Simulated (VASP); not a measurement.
Runs of VASP 6.6.1 on Mg. The structure is that of space group Im-3m (No. 229), or close to it. The cells are those of the table. 

```tsv
task	level	spin	cell	k mesh	cutoff (eV)	grid for exact exchange (PRECFOCK)	screening parameter	gap on the mesh (eV)	pressure (GPa)
single point	PBE	off	a = 3.180 Å, angles 109.5°, 1 atom	14 × 14 × 14	520	-	-	none	-2.4
single point	PBE	off	a = 3.141 Å, angles 109.5°, 1 atom	14 × 14 × 14	520	-	-	none	-1.4
single point	PBE	off	a = 3.058 Å, angles 109.5°, 1 atom	14 × 14 × 14	520	-	-	none	1.5
single point	PBE	off	a = 3.100 Å, angles 109.5°, 1 atom	20 × 20 × 20	520	-	-	none	-0.1
single point	PBE	off	a = 3.219 Å, angles 109.5°, 1 atom	14 × 14 × 14	520	-	-	none	-3.3
single point	PBE	off	a = 2.970 Å, angles 109.5°, 1 atom	14 × 14 × 14	520	-	-	none	(b)
single point	HSE06	off	a = 3.100 Å, angles 109.5°, 1 atom	6 × 6 × 6	520	Normal	0.2079 1/Å	none	-0.2
relaxation of cell and atoms	PBE	off	relaxed from a = 3.114 Å, angles 109.5°, 1 atom	12 × 12 × 12	600	-	-	none	0.0
single point	PBE	off	a = 3.100 Å, angles 109.5°, 1 atom	12 × 12 × 12	520	-	-	none	-0.1
single point	PBE	off	a = 3.015 Å, angles 109.5°, 1 atom	14 × 14 × 14	520	-	-	none	(a)
single point	PBE	non-collinear, zero start, SOC	a = 3.100 Å, angles 109.5°, 1 atom	12 × 12 × 12	520	-	-	-	-0.1
single point	PBE	off	a = 3.100 Å, angles 109.5°, 1 atom	14 × 14 × 14	520	-	-	none	-0.1
```

Alike in all rows: potentials or basis VASP PAW PBE potentials, release 64 (Mg); smearing fermi-dirac 0.1 eV.

Q: Estimate the missing entries.

A: (a) 3.4; (b) 5.7.

Caveats: some runs use coarse meshes; the PAW data sets were made with another functional, which shifts forces and pressure a little (some runs).

A gap of «none» marks levels without a gap at the run's occupations.
